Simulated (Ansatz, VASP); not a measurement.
**InPd in VASP and in Ansatz**

File INCAR:

```
SYSTEM = InPd
PREC     = Accurate       ! precision mode
ENCUT    = 520            ! plane-wave cutoff, eV
EDIFF    = 1E-6           ! SCF threshold, eV
ISMEAR   = -1             ! smearing method
SIGMA    = 0.1            ! smearing width, eV
LREAL    = .FALSE.        ! projectors in reciprocal space
LASPH    = .TRUE.         ! aspherical terms in the spheres
NELM     = 100            ! most SCF steps
ALGO     = Normal         ! electronic algorithm
ISIF     = 2              ! what is computed and relaxed
LWAVE    = .FALSE.        ! write WAVECAR
LCHARG   = .FALSE.        ! write CHGCAR
GGA      = PS             ! functional
NBANDS   = 18             ! bands
```

Contents of KPOINTS:

```
Automatic mesh
0
G
  10 10 10
  0 0 0
```

File POSCAR:

```
InPd
1.0
    3.2487108772      0.0000000000      0.0000000000
    0.0000000000      3.2487108772      0.0000000000
    0.0000000000      0.0000000000      3.2487108772
In Pd
1 1
Direct
    0.0000000000      0.0000000000      0.0000000000
    0.5000000000      0.5000000000      0.5000000000
```

Input for Ansatz:

```yaml
crystal:
  lattice:
    - [3.24871087715, 0.0, 0.0]
    - [0.0, 3.24871087715, 0.0]
    - [0.0, 0.0, 3.24871087715]
  atoms:
    - { symbol: In, position: [0.0, 0.0, 0.0] }
    - { symbol: Pd, position: [0.5, 0.5, 0.5] }
kpoints:
  mp_grid: { grid: [10, 10, 10] }
scf:
  occupations: { method: fermi_dirac, width: 0.1 }
  mixing: { preconditioner: kerker }
hamiltonian:
  xc: pbesol
  pseudopotentials: { kind: paw }
output:
  forces: true
  stress: true
  eigenvalues: true
  eigenstates:
    nscf_kmesh: { grid: [16, 16, 16] }
    de_dk: true
    e_range: [-14, 14]
  optics:
    e_range: [0, 20]
    de: 0.2
    sigma: 0.1
    bands: { spectra_wanted_up_to: 20 }
    nscf_kmesh: { grid: [16, 16, 16] }
    drude_damping: 0.1
checkpoint:
  write: ck
  write_wavefunctions: false
basis:
  ecutwfc: "36.7 Ry"
```

Alike in both runs: task single point; functional PBEsol; k mesh 10 × 10 × 10; occupations fermi-dirac, width 0.1 eV; no spin polarisation.

```csv
,VASP,Ansatz
version,VASP 6.6.1,Ansatz 0.2.0
potentials or method,"VASP PAW PBE potentials, release 64 (In_d, Pd), cutoff 520 eV","PAW with Ansatz's default frozen-core files, scalar-relativistic"
valence electrons in the cell,23,31
```

Ansatz gave:

* pressure (GPa): 0.0

Estimate VASP's values.

pressure (GPa): 0.2.

VASP's potentials were made for PBE, not for PBEsol. The functional is the same, so the differences come from potentials, cutoffs and numerics. VASP's potentials hold 23 valence electrons a cell and Ansatz's 31, so a difference there can come from the potentials and not from the codes. Ansatz's warnings: optics on partly filled bands.
